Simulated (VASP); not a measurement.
**Li2Se: elastic constants with PBEsol**

Crystal: Li2Se.

```
Se Li
1.0
     0.00000    2.90800    2.90800
     2.90800    0.00000    2.90800
     2.90800    2.90800    0.00000
Se Li
1 2
Direct
  0.00000 0.00000 0.00000
  0.25000 0.25000 0.25000
  0.75000 0.75000 0.75000
```

```yaml
Program: VASP 6.6.1
Task: elastic constants
Functional: PBEsol
Potentials_or_basis: VASP PAW PBE potentials, release 64 (Se, Li_sv)
Cutoff: 750 eV
k_mesh: 8 × 8 × 8
Occupations: gaussian, width 0.01 eV
Spin: no spin polarisation
Dipole_correction: no
Ions_in_elastic_constants: relaxed
Further_INCAR_settings: ALGO = Normal; EDIFF = 1e-08; IBRION = 6; POTIM = 0.015; NSW = 1; ISIF = 3
```

The elastic constants C11, C12, C44 are 78, 26, 33 GPa and the voigt bulk modulus is 43 GPa. The highest phonon frequency at Γ, LO-TO splitting left out is 381 cm⁻¹.

Phonon frequencies in cm⁻¹ (negative: imaginary):
| q point | frequencies |
| --- | --- |
| (0.000, 0.000, 0.000) | 0 0 0 322 322 322 381 381 381 |

Elastic tensor in Voigt notation (GPa, in the Cartesian axes of the cell as first typed):
```
78 26 26  0  0  0
26 78 26  0  0  0
26 26 78  0  0  0
 0  0  0 33  0  0
 0  0  0  0 33  0
 0  0  0  0  0 33
```

Clamped-ion elastic tensor (GPa):
```
78 26 26  0  0  0
26 78 26  0  0  0
26 26 78  0  0  0
 0  0  0 41  0  0
 0  0  0  0 41  0
 0  0  0  0  0 41
```

It took 15 min on 1 thread of Oxide Virtual Turin-like Processor (shared host), peak memory 0.36 GiB.

Caveat: the cell is under stress, which shifts elastic constants; the PAW data sets were made with another functional, which shifts forces and pressure a little.
